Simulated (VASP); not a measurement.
**C: single point with PBE**

The system is C.

```
C
1.0
     2.46658    0.00000    0.00000
    -1.23329    2.13612    0.00000
     1.23329    0.71204   11.05545
C
4
Cartesian
  1.2333 2.1361 2.1872
  1.2333 0.7120 8.8683
  1.2333 2.1361 8.8682
  1.2333 0.7120 2.1872
```

| Property | Result |
| --- | --- |
| Program | VASP 6.6.1 |
| Task | single point |
| Functional | PBE |
| Potentials or basis | VASP PAW PBE potentials, release 64 (C) |
| Cutoff | 520 eV |
| k mesh | 15 × 15 × 3 |
| Occupations | gaussian, width 0.1 eV |
| Spin | no spin polarisation |

```
Pressure               : 0.2 GPa
Band gap on the k mesh : zero (filled and empty bands touch)
```

Stress tensor (GPa, compression positive):
```
 0.42  0.00  0.00
 0.00  0.42  0.00
 0.00  0.00 -0.09
```

Levels at points of the mesh, in eV from the Fermi level:
| k point | band 5 | band 6 | band 7 | band 8 | band 9 | band 10 | band 11 | band 12 |
| --- | --- | --- | --- | --- | --- | --- | --- | --- |
| (0.00, 0.00, 0.00) | -3.05 | -3.05 | -3.05 | -3.05 | 2.82 | 4.82 | 5.58 | 8.30 |

Wall time 90 s on 1 thread of Intel(R) Xeon(R) 6975P-C (Granite Rapids), on a shared host, peak memory 0.33 GiB.

Caveat: this functional lacks dispersion, which binds layers or chains, so the pressure and a relaxed spacing across them are unreliable.
